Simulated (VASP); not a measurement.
Set up this calculation in VASP 6.6.1, as the native input.

| Property | Result |
| --- | --- |
| Task | single point |
| Functional | PBE |
| Dispersion | D3(BJ) |
| Potentials or basis | VASP PAW PBE potentials, release 64 (Li_sv) |
| Cutoff | 520 eV |
| k mesh | 18 × 18 × 18 |
| Occupations | gaussian, width 0.15 eV |
| Spin | no spin polarisation |
| Dipole correction | no |
| Further INCAR settings | ALGO = Normal; EDIFF = 1e-06; NBANDS = 8 |

The structure of Li lies in POSCAR:

```
Li
1.0
    0.0000000000      2.3121000000      2.2020000000
    2.2020000000      0.0000000000      2.2020000000
    2.2020000000      2.3121000000      0.0000000000
Li
1
Direct
    0.0000000000      0.0000000000      0.0000000000
```

This cell differs from its parent crystal: strain +0.0500 x Voigt [0, 1, 0, 0, 0, 0].

One way to write it, as run:

INCAR

```
  PREC = Accurate
  ENCUT = 520
  EDIFF = 1E-6
  ISMEAR = 0
  SIGMA = 0.15
  LREAL = False
  LASPH = True
  NELM = 60
  ALGO = Normal
  ISIF = 2
  LWAVE = False
  LCHARG = True
  GGA = PE
  IVDW = 12
  LELF = True
  LVHAR = True
  NBANDS = 8
```

KPOINTS

```
regular mesh
0
Gamma
  18 18 18
```

Potentials or basis: VASP PAW PBE potentials, release 64 (Li_sv).

Command:

```bash
$ cat potpaw_PBE.64/Li_sv/POTCAR > POTCAR
$ mpirun -np 1 vasp_std > vasp.out
```

It gave:

The dispersion energy per atom is -0.153 eV.

Caveat: the cell differs from its parent crystal (strain +0.0500 x Voigt [0, 1, 0, 0, 0, 0]).

Wall time 30 s on 1 thread of AMD EPYC 9R14 (Zen 4) (shared host), peak memory 0.16 GiB.
